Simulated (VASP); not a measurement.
Runs of VASP 6.6.1 on PbSe (Clausthalite). The structure is that of space group P4/nmm (No. 129), or close to it. The cells are those of the table. 

```csv
cell,gap on the mesh (eV),largest force (eV/Å)
"a = 4.328, b = 4.328, c = 19.061 Å, 4 atoms",1.86,0.80
"a = 4.328, b = 4.328, c = 13.061 Å, 4 atoms",1.86,0.80
"a = 4.328, b = 4.328, c = 9.061 Å, 4 atoms",2.13,(a)
"a = 4.328, b = 4.328, c = 11.061 Å, 4 atoms",1.90,0.80
"a = 4.328, b = 4.328, c = 16.061 Å, 4 atoms",1.86,0.80
```

Alike in all rows: task single point; level LDA; potentials or basis VASP PAW LDA potentials, release 64 (Pb_d, Se); no spin polarisation; k mesh 3 × 3 × 1; cutoff (eV) 400; smearing fermi-dirac 0.1 eV.

**Question.** Fill in the values left out.

**Answer.** (a) 0.72.

Caveats: all runs use coarse meshes; spin-orbit coupling is left out, which moves the levels of the heavy elements.

A k mesh can miss the band edges, and the runs leave out spin-orbit coupling on Pb, Se.
